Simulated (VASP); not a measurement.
# InP in VASP: a series of runs

Runs on InP. Level: PBEsol. Tasks: electric field gradients.

Program: VASP 6.6.1. These are calculated values, not measurements. Logs are shortened: lines on timing, memory, paths and dates and some standing lists are left out, and cuts for length are marked.

## Step 1: The cell of the first run

The structure is trigonal, space group R-3m (No. 166). The conventional cell has a = 4.098 Å, b = 4.098 Å, c = 9.593 Å, α = 90.00°, β = 90.00°, γ = 120.00°. Within 3.8 Å of In (site symmetry -3m) lie 6 P at 2.86 Å. P (site symmetry -3m) has 6 In at 2.86 Å within 3.8 Å.

## Step 2: Electric field gradients, PBEsol (equal xy, yz and zx shear strains of -3 %)

Contents of INCAR:

```
  PREC = Accurate
  ENCUT = 520
  EDIFF = 1E-8
  ISMEAR = -1
  SIGMA = 0.03
  LREAL = F
  LASPH = T
  NELM = 100
  ALGO = Normal
  ISIF = 2
  LWAVE = F
  LCHARG = F
  GGA = PS
  LEFG = T
  NBANDS = 16
```

Contents of KPOINTS:

```
regular mesh
0
Gamma
  11 11 11
```

Contents of POSCAR:

```
InP
1.0
   -0.0856500000      2.8121750000      2.8121750000
    2.8121750000     -0.0856500000      2.8121750000
    2.8121750000      2.8121750000     -0.0856500000
In P
1 1
Direct
    0.0000000000      0.0000000000      0.0000000000
    0.5000000000      0.5000000000      0.5000000000
```

Potentials or basis: VASP PAW PBE potentials, release 64 (In_d, P).

On the command line:

```
cat potpaw_PBE.64/In_d/POTCAR potpaw_PBE.64/P/POTCAR > POTCAR
mpirun -np 1 vasp_std > vasp.out
```

OUTCAR:

```text
PREC = Accurate
   ENCUT = 520
   EDIFF = 1E-8
   ISMEAR = -1
   LREAL = F
   LASPH = T
   NELM = 100
   ISIF = 2
   GGA = PS

 ion  position               nearest neighbor table
   1  0.000  0.000  0.000-   2 2.86   2 2.86   2 2.86   2 2.86   2 2.86   2 2.86
   2  0.500  0.500  0.500-   1 2.86   1 2.86   1 2.86   1 2.86   1 2.86   1 2.86

  LATTYP: Found a trigonal (rhomboedric) cell.
 ALAT       =     3.9779382076
 COS(alpha) =     0.4693254694

  Lattice vectors:

 A1 = (  -0.0856500000,   2.8121750000,   2.8121750000)
 A2 = (   2.8121750000,  -0.0856500000,   2.8121750000)
 A3 = (   2.8121750000,   2.8121750000,  -0.0856500000)

Analysis of symmetry for initial positions (statically):
=====================================================================
 Subroutine PRICEL returns:
 Original cell was already a primitive cell.

 Routine SETGRP: Setting up the symmetry group for a
 trigonal (rhombohedral) supercell.

 Subroutine GETGRP returns: Found 12 space group operations
 (whereof 12 operations were pure point group operations)
 out of a pool of 12 trial point group operations.

The static configuration has the point symmetry D_3d.

Analysis of symmetry for dynamics (positions and initial velocities):
=====================================================================
 Subroutine PRICEL returns:
 Original cell was already a primitive cell.

 Routine SETGRP: Setting up the symmetry group for a
 trigonal (rhombohedral) supercell.

 Subroutine GETGRP returns: Found 12 space group operations
 (whereof 12 operations were pure point group operations)
 out of a pool of 12 trial point group operations.

The dynamic configuration has the point symmetry D_3d.

 Subroutine INISYM returns: Found 12 space group operations
 (whereof 12 operations are pure point group operations),
 and found     1 'primitive' translations

----------------------------------------------------------------------------------------

                                     Primitive cell

  volume of cell :      46.5106

  direct lattice vectors                    reciprocal lattice vectors
    -0.085650000  2.812175000  2.812175000    -0.169875007  0.175211394  0.175211394
     2.812175000 -0.085650000  2.812175000     0.175211394 -0.169875007  0.175211394
     2.812175000  2.812175000 -0.085650000     0.175211394  0.175211394 -0.169875007

  length of vectors
     3.977938208  3.977938208  3.977938208     0.300425670  0.300425670  0.300425670

  position of ions in fractional coordinates (direct lattice)
     0.000000000  0.000000000  0.000000000
     0.500000000  0.500000000  0.500000000

  ion indices of the primitive-cell ions
   primitive index   ion index
                 1           1
                 2           2

----------------------------------------------------------------------------------------

 KPOINTS: regular mesh

Automatic generation of k-mesh.
 Grid dimensions read from file:
 generate k-points for:   11   11   11

 Generating k-lattice:

  Cartesian coordinates                     Fractional coordinates (reciprocal lattice)
    -0.015443182  0.015928309  0.015928309     0.090909091  0.000000000  0.000000000
     0.015928309 -0.015443182  0.015928309     0.000000000  0.090909091  0.000000000
     0.015928309  0.015928309 -0.015443182     0.000000000  0.000000000  0.090909091

  Length of vectors
     0.027311425  0.027311425  0.027311425

  Shift w.r.t. Gamma in fractional coordinates (k-lattice)
     0.000000000  0.000000000  0.000000000

 Subroutine IBZKPT returns following result:
 ===========================================

 Found    146 irreducible k-points:

 Following reciprocal coordinates:
            Coordinates               Weight
  0.000000  0.000000  0.000000      1.000000
  0.090909 -0.000000 -0.000000      6.000000
  0.181818  0.000000  0.000000      6.000000
  0.272727 -0.000000 -0.000000      6.000000
  0.363636  0.000000  0.000000      6.000000
  0.454545  0.000000  0.000000      6.000000
[... 16 lines left out ...]
 -0.272727  0.181818  0.000000     12.000000
 -0.181818  0.181818  0.000000      6.000000
 [... further k-points ...]
   k-points           NKPTS =    146   k-points in BZ     NKDIM =    146   number of bands    NBANDS=     16
   number of dos      NEDOS =    301   number of ions     NIONS =      2
   total plane-waves  NPLWV =  27000
   dimension x,y,z NGX =    30 NGY =   30 NGZ =   30
   dimension x,y,z NGXF=    60 NGYF=   60 NGZF=   60
   ions per type =               1   1
   NGX,Y,Z   is equivalent  to a cutoff of  12.54, 12.54, 12.54 a.u.
   NGXF,Y,Z  is equivalent  to a cutoff of  25.08, 25.08, 25.08 a.u.
 SYSTEM =  unknown system
   PREC   = accura    normal or accurate (medium, high low for compatibility)
   ISTART =      0    job   : 0-new  1-cont  2-samecut
   ICHARG =      2    charge: 1-file 2-atom 10-const
   ISPIN  =      1    spin polarized calculation?
   LNONCOLLINEAR =      F non collinear calculations
   LSORBIT =      F    spin-orbit coupling
   LASPH  =      T    aspherical Exc in radial PAW
   ENCUT  =  520.0 eV  38.22 Ry    6.18 a.u.   7.40  7.40  7.40*2*pi/ulx,y,z
   NELM   =    100;   NELMIN=  2; NELMDL= -5     # of ELM steps
   EDIFF  = 0.1E-07   stopping-criterion for ELM
   LREAL  =      F    real-space projection
   EDIFFG = 0.1E-06   stopping-criterion for IOM
   NSW    =      0    number of steps for IOM
   IBRION =     -1    ionic relax: 0-MD 1-quasi-New 2-CG
   NFREE  =      0    steps in history (QN), initial steepest desc. (CG)
   ISIF   =      2    stress and relaxation
   ISYM   =      2    0-nonsym 1-usesym 2-fastsym
   POTIM  = 0.5000    time-step for ionic-motion
   TEBEG  =    0.0;   TEEND  =   0.0 temperature during run
   PSTRESS=    0.0 pullay stress
   NELECT =      18.0000    total number of electrons
   NUPDOWN=      -1.0000    fix difference up-down
   EMIN   =  10.00;   EMAX   =-10.00  energy-range for DOS
   EFERMI =   0.00;   METHOD = LEGACY
   ISMEAR =    -1;   SIGMA  =   0.03  broadening in eV -4-tet -1-fermi 0-gaus
   EFERMI_NEDOS =   21; number of points for ismear=-14 and -15
   IALGO  =     38    algorithm
   IMIX   =      4    mixing-type and parameters
     AMIX     =   0.40;   BMIX     =  1.00
     AMIX_MAG =   1.60;   BMIX_MAG =  1.00
  volume/ion in A,a.u.               =      23.26       156.93
  Fermi-wavevector in a.u.,A,eV,Ry     =   1.193022  2.254484 19.365177  1.423300
  Thomas-Fermi vector in A             =   2.329046
   LORBIT       =      0    0 simple, 1 ext, 2 COOP (PROOUT), +10 PAW based schemes
   GGA     = PS    functional components
   LHFCALC =     F    Hartree Fock is set to
   AEXX    =    0.0000 exact exchange contribution
   IVDW    =     0    specifies the selected vdW correction
   LEPSILON=     F    determine dielectric tensor
   LRPA    =     F    only Hartree local field effects (RPA)
 non-spin polarized calculation
  energy-cutoff  :      520.00
  volume of cell :       46.51
 maximum number of plane-waves:      1275
 NGX is ok and might be reduce to    30
   NGX = 15   NGY = 15   NGZ = 15

 number of electron      18.0000001 magnetization

 Free energy of the ion-electron system (eV)
  ---------------------------------------------------
  ext. energy  EPLUGINS =         0.00000000
  ---------------------------------------------------
  free energy    TOTEN  =        -8.62091926 eV

  energy without entropy =       -8.61814538  energy(sigma->0) =       -8.61953232

 E-fermi :   5.8575     XC(G=0): -10.1416

 val. band max:        5.8571488964   @ k =  -0.2727  -0.2727   0.1818
 cond. band min:       5.8586659929   @ k =   0.3636   0.0000   0.0000
 fundamental gap:      0.0015170966
 Fermi energy:         5.8574985598

 k-point     1 :       0.0000    0.0000    0.0000
  band No.  band energies     occupation
      1      -8.1793      2.00000
      2      -8.1793      2.00000
      3      -8.1580      2.00000
      4      -8.1545      2.00000
      5      -8.1545      2.00000
      6      -5.5265      2.00000
[... 8 lines left out ...]
     15      13.7334      0.00000
     16      13.7334      0.00000

 k-point     2 :       0.0909   -0.0000   -0.0000
  band No.  band energies     occupation
      1      -8.1832      2.00000
      2      -8.1796      2.00000
      3      -8.1553      2.00000
      4      -8.1548      2.00000
      5      -8.1502      2.00000
      6      -5.4356      2.00000
[... 8 lines left out ...]
     15      13.6523      0.00000
     16      13.8596      0.00000

 k-point     3 :       0.1818    0.0000    0.0000
  band No.  band energies     occupation
      1      -8.1938      2.00000
      2      -8.1841      2.00000
      3      -8.1563      2.00000
      4      -8.1436      2.00000
      5      -8.1384      2.00000
      6      -5.1685      2.00000
[... 8 lines left out ...]
     15      13.8023      0.00000
     16      14.1783      0.00000

 k-point     4 :       0.2727   -0.0000   -0.0000
  band No.  band energies     occupation
      1      -8.2076      2.00000
      2      -8.1934      2.00000
      3      -8.1577      2.00000
      4      -8.1264      2.00000
      5      -8.1229      2.00000
      6      -4.7479      2.00000
[... 8 lines left out ...]
     15      14.3481      0.00000
     16      15.0484      0.00000

 k-point     5 :       0.3636    0.0000    0.0000
  band No.  band energies     occupation
      1      -8.2202      2.00000
      2      -8.2027      2.00000
      3      -8.1592      2.00000
      4      -8.1099      2.00000
      5      -8.1085      2.00000
      6      -4.2392      2.00000
[... 8 lines left out ...]
     15      15.3507      0.00000
     16      16.1320      0.00000

 k-point     6 :       0.4545    0.0000    0.0000
  band No.  band energies     occupation
      1      -8.2278      2.00000
      2      -8.2085      2.00000
      3      -8.1603      2.00000
      4      -8.1000      2.00000
      5      -8.0999      2.00000
      6      -3.8234      2.00000
[... 8 lines left out ...]
     15      16.3285      0.00000
     16      16.9804      0.00000
[... 267 lines left out ...]
 k-point    21 :      -0.4545    0.1818   -0.0000
  band No.  band energies     occupation
      1      -8.2686      2.00000
      2      -8.1939      2.00000
      3      -8.1530      2.00000
      4      -8.1131      2.00000
      5      -8.0959      2.00000
      6      -3.4592      2.00000
[... 8 lines left out ...]
     15      16.6226      0.00000
     16      17.4805      0.00000

 k-point    22 :      -0.3636    0.1818    0.0000
  band No.  band energies     occupation
      1      -8.2542      2.00000
      2      -8.1991      2.00000
      3      -8.1465      2.00000
      4      -8.1168      2.00000
      5      -8.1051      2.00000
      6      -3.6415      2.00000
[... 8 lines left out ...]
     15      15.6389      0.00000
     16      16.6864      0.00000

 k-point    23 :      -0.2727    0.1818    0.0000
  band No.  band energies     occupation
      1      -8.2332      2.00000
      2      -8.2000      2.00000
      3      -8.1467      2.00000
      4      -8.1219      2.00000
      5      -8.1169      2.00000
      6      -4.1128      2.00000
[... 8 lines left out ...]
     15      15.7334      0.00000
     16      17.3120      0.00000

 k-point    24 :      -0.1818    0.1818    0.0000
  band No.  band energies     occupation
      1      -8.2117      2.00000
      2      -8.1978      2.00000
      3      -8.1520      2.00000
      4      -8.1333      2.00000
      5      -8.1212      2.00000
      6      -4.5972      2.00000
[... 8 lines left out ...]
     15      15.5801      0.00000
     16      16.3385      0.00000

 [... further k-points ...]
[... 5 lines left out ...]
  --------------------------------------------------------------------------------------
  -------------------------------------------------------------------------------------
  Total       -2.3717860     -2.3717860     -2.3717860      0.2352698      0.2352698      0.2352698
  in kB      -81.7022350    -81.7022350    -81.7022350      8.1044709      8.1044709      8.1044709
  external PRESSURE =     -81.7022350 kB  Pullay stress =       0.0000000 kB

 VOLUME and BASIS-vectors are now :
 -----------------------------------------------------------------------------
  energy-cutoff  :      520.00
  volume of cell :       46.51
      direct lattice vectors                 reciprocal lattice vectors
    -0.085650000  2.812175000  2.812175000    -0.169875007  0.175211394  0.175211394
     2.812175000 -0.085650000  2.812175000     0.175211394 -0.169875007  0.175211394
     2.812175000  2.812175000 -0.085650000     0.175211394  0.175211394 -0.169875007

 POSITION                                       TOTAL-FORCE (eV/Angst)
 -----------------------------------------------------------------------------------
      0.00000      0.00000      0.00000        -0.000000      0.000000     -0.000000
      2.76935      2.76935      2.76935         0.000000     -0.000000      0.000000
 -----------------------------------------------------------------------------------
    total drift:                               -0.000000      0.000000      0.000000

  FREE ENERGIE OF THE ION-ELECTRON SYSTEM (eV)
  ---------------------------------------------------
  free  energy   TOTEN  =        -8.6209192629 eV

  energy  without entropy=       -8.6181453758  energy(sigma->0) =       -8.61953232

 Electric field gradients (V/A^2)
---------------------------------------------------------------------
 ion       V_xx      V_yy      V_zz      V_xy      V_xz      V_yz
---------------------------------------------------------------------
   1       0.000    -0.000     0.000     5.914     5.914     5.914
   2      -0.000    -0.000    -0.000     1.008     1.008     1.008
---------------------------------------------------------------------

 Electric field gradients after diagonalization (V/A^2)
 (convention: |V_zz| > |V_xx| > |V_yy|)
----------------------------------------------------------------------
 ion       V_xx      V_yy      V_zz     asymmetry (V_yy - V_xx)/ V_zz
----------------------------------------------------------------------
   1      -5.914    -5.914    11.828       0.000
   2      -1.008    -1.008     2.015       0.000
----------------------------------------------------------------------

           NMR quadrupolar parameters

 Cq : quadrupolar parameter    Cq=e*Q*V_zz/h
 eta: asymmetry parameters     (V_yy - V_xx)/ V_zz
 Q  : nuclear electric quadrupole moment in mb (millibarn)
----------------------------------------------------------------------
 ion       Cq(MHz)       eta       Q (mb)
----------------------------------------------------------------------
   1       0.029       0.000       1.000
   2       0.005       0.000       1.000
----------------------------------------------------------------------
```

Wall time 2.5 min (1 thread of Intel Xeon 8259CL, shared host); peak memory 0.25 GiB.

Results:

- Free energy: -8.6209 eV
- Pressure: -8.2 GPa
- Band gap on the k mesh: zero (band 9 reaches 6.24 eV, above the bottom of band 10 at 4.02 eV)

Stress tensor (GPa, compression positive):
```
-8.17  0.81  0.81
 0.81 -8.17  0.81
 0.81  0.81 -8.17
```

Levels at points of the mesh, in eV from the Fermi level:
```csv
k point,band 6,band 7,band 8,band 9,band 10,band 11,band 12,band 13
"(0.00, 0.00, 0.00)",-11.38,-0.35,-0.35,-0.25,0.06,6.83,6.83,7.51
```

Electric field gradients, principal values (V/Å²):
```
atom   least  middle  greatest (by size)
1 In  -5.914  -5.914              11.828
 2 P  -1.008  -1.008               2.015
```

Caveat: the cell differs from its parent crystal (equal xy, yz and zx shear strains of -3 %); without QUAD_EFG the Cq values of the log hold for a quadrupole moment of 1 mb, not for the nuclei; the PAW data sets were made with another functional, which shifts forces and pressure a little; spin-orbit coupling is left out, which moves the levels of the heavy elements.

[end of part 1 of 3]
